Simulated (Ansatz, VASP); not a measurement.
## HgTe in VASP and in Ansatz

```
Hg Te
1.0
     0.00000    3.23050    3.23050
     3.23050    0.00000    3.23050
     3.23050    3.23050    0.00000
Hg Te
1 1
Direct
  0.00000 0.00000 0.00000
  0.25000 0.25000 0.25000
```

Alike in both runs: task relaxation of cell and atoms; functional r2SCAN; k mesh 8 × 8 × 8; occupations gaussian, width 0.05 eV; no spin polarisation.

```csv
,VASP,Ansatz
version,VASP 6.6.1,Ansatz 0.2.0
potentials or method,"VASP PAW PBE potentials, release 64 (Hg, Te)","scalar-relativistic, plane waves, PAW"
plane-wave cutoff (eV),600,500
valence electrons in the cell,18,36
```

VASP gave:

| Item | Value |
| --- | --- |
| gap on the k mesh at the Fermi level, each at its own relaxed structure (eV) | none |
| relaxed volume (Å³/atom) | 35.57 |
| relaxed cell length with the largest relative difference (Å) | 4.651 |

Which values does Ansatz return?

gap on the k mesh at the Fermi level, each at its own relaxed structure (eV): none; relaxed volume (Å³/atom): 35.49; relaxed cell length with the largest relative difference (Å): 4.647.

VASP's potentials were made for PBE, not for r2SCAN. A gap of «none» marks a metal or a gap that the smearing closes. VASP's potentials hold 18 valence electrons a cell and Ansatz's 36, so a difference there can come from the potentials and not from the codes.

Neither program's run includes spin-orbit coupling.
